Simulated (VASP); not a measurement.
SiGeTe2S2:

```
Si Ge Te S
1.0
     4.08039    0.00000    0.00000
     0.00000    4.08039    0.00000
     0.00000    0.00000    8.89262
Si Ge Te S
1 1 2 2
Direct
  0.50000 0.50000 0.00000
  0.00000 0.00000 0.00000
  0.00000 0.00000 0.22186
  0.00000 0.00000 0.77814
  0.50000 0.00000 0.50000
  0.00000 0.50000 0.50000
```

* Program: VASP 6.6.1
* Task: relaxation of cell and atoms
* Functional: PBE
* Potentials or basis: VASP PAW PBE potentials, release 64 (Si, Ge_d, Te, S)
* Cutoff: 600 eV
* k mesh: 4 × 4 × 2
* Occupations: gaussian, width 0.1 eV
* Spin: no spin polarisation

At the start: pressure 23.1 GPa; volume 24.68 Å³/atom.

Question: How do energy, volume and symmetry change on relaxing?

Answer: Over 31 steps the energy falls by 1459.9 meV/atom and the volume is 26.15 Å³/atom (+6.0 %); space group P4/mmm (No. 123, to 0.05 Å).

The path:
```csv
step,energy change (eV),largest force (eV/Å),pressure (GPa),volume (Å³)
1,0.0000,16.1396,23.08,148.06
2,-4.9321,0.1484,-7.87,219.87
3,-4.9670,0.1176,-7.93,217.69
4,-5.0062,0.0855,-8.00,215.47
5,-6.0931,0.1519,-7.69,182.71
6,-6.7423,0.3576,-4.44,165.62
7,-7.1791,0.0729,-1.78,151.15
8,-7.3135,0.2546,0.72,142.08
9,-7.3292,0.4190,2.25,137.96
10,-7.6739,1.0768,2.95,134.08
11,-6.7745,1.6996,17.20,120.00
12,-7.9269,1.5584,4.94,130.67
13,-7.8590,1.4055,7.91,127.08
14,-7.9474,1.5207,6.32,129.09
15,-8.1711,1.1630,3.99,134.06
16,-8.1915,1.0709,3.15,135.83
17,-8.3344,0.9382,1.07,139.73
18,-8.3804,0.8539,-0.79,143.12
19,-8.3813,0.8416,-1.06,143.63
20,-8.4308,0.7123,-0.79,142.85
21,-8.5202,0.2786,0.10,140.53
22,-8.5288,0.0857,0.59,139.51
23,-8.5712,0.1380,0.49,140.78
24,-8.6536,0.4338,0.32,144.37
25,-8.5884,0.5282,1.47,150.62
26,-8.6766,0.4295,0.36,145.95
27,-8.7090,0.3475,0.11,148.58
28,-8.7544,0.0705,-0.49,156.62
29,-8.7544,0.0418,-0.61,157.38
30,-8.7552,0.0994,0.62,156.48
31,-8.7593,0.0311,0.03,156.91
```

Final structure:
```
Si Ge Te S
1.0
     3.45351    0.00000    0.00000
     0.00000    3.45351    0.00000
     0.00000    0.00000   13.15614
Si Ge Te S
1 1 2 2
Cartesian
  1.7268 1.7268 0.0000
  0.0000 0.0000 0.0000
  0.0000 0.0000 2.7867
  0.0000 0.0000 10.3694
  1.7268 0.0000 6.5781
  0.0000 1.7268 6.5781
```

Caveat: the k points lie up to 0.45 Å⁻¹ apart in the final cell; this functional lacks dispersion, which binds the layers, so the pressure and a relaxed spacing across them are unreliable.
